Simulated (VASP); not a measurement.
Set up this calculation in VASP 6.6.1, as the native input.

```yaml
Task: single point
Functional: r2SCAN
Potentials_or_basis: VASP PAW PBE potentials, release 64 (Zn, S)
Cutoff: 520 eV
k_mesh: 6 × 6 × 4
Occupations: gaussian, width 0.05 eV
Spin: no spin polarisation
Dipole_correction: no
Further_INCAR_settings: ALGO = Normal; EDIFF = 1e-07; NBANDS = 26
```

Crystal: ZnS.

```xyz
4
Lattice="3.8067 0.0000 0.0000 -1.9034 3.2967 0.0000 0.0000 0.0000 6.2457" Properties=species:S:1:pos:R:3 pbc="T T T"
Zn    0.0265    2.1713    0.0337
Zn    1.9299    1.0724    3.1565
S     0.0000    2.1978    2.3710
S     1.9034    1.0989    5.4938
```

This cell differs from its parent crystal: all Zn atoms moved +0.037 Å, as atom 1 along Cartesian [1 -1 0].

The input as run:

POSCAR

```
ZnS
1.0
    3.8067217484      0.0000000000      0.0000000000
   -1.9033608742      3.2967177392      0.0000000000
    0.0000000000      0.0000000000      6.2457351519
Zn S
2 2
Direct
    0.3362773871      0.6586233623      0.0053880718
    0.6696107204      0.3252900289      0.5053880718
    0.3333333333      0.6666666667      0.3796119282
    0.6666666667      0.3333333333      0.8796119282
```

INCAR.step1

```
SYSTEM = ZnS
PREC = Accurate
ENCUT = 520
ISMEAR = 0
SIGMA = 0.05
LREAL = .False.
LASPH = .True.
NELM = 100
NBANDS = 26
GGA = PE
ALGO = Normal
EDIFF = 1E-4
LWAVE = .True.
LCHARG = .False.
```

INCAR.step2

```
SYSTEM = ZnS
PREC = Accurate
ENCUT = 520
EDIFF = 1E-7
ISMEAR = 0
SIGMA = 0.05
LREAL = .False.
LASPH = .True.
NELM = 100
ALGO = Normal
ISIF = 2
LWAVE = .False.
LCHARG = .False.
METAGGA = R2SCAN
LMIXTAU = .True.
NBANDS = 26
ISTART = 1
```

KPOINTS

```
Automatic mesh
0
Gamma
  6 6 4
  0 0 0
```

Potentials or basis: VASP PAW PBE potentials, release 64 (Zn, S).

The run is started by

```bash
$ cat potpaw_PBE.64/Zn/POTCAR potpaw_PBE.64/S/POTCAR > POTCAR
$ cp INCAR.step1 INCAR
$ mpirun -np 1 vasp_std > vasp.out
$ cp INCAR.step2 INCAR
$ mpirun -np 1 vasp_std > vasp.out
```

It gave:

```json
{"Pressure": "0.1 GPa", "Largest force": "0.236 eV/Å", "Band gap on the k mesh": "2.78 eV, direct"}
```

Caveat: the cell differs from its parent crystal (all Zn atoms moved +0.037 Å, as atom 1 along Cartesian [1 -1 0]); the PAW data sets were made with another functional, which shifts forces and pressure a little.

It took 7 min on 1 thread of Intel(R) Xeon(R) Platinum 8259CL CPU @ 2.50GHz (Skylake/Cascade Lake) (shared host), peak memory 0.28 GiB.
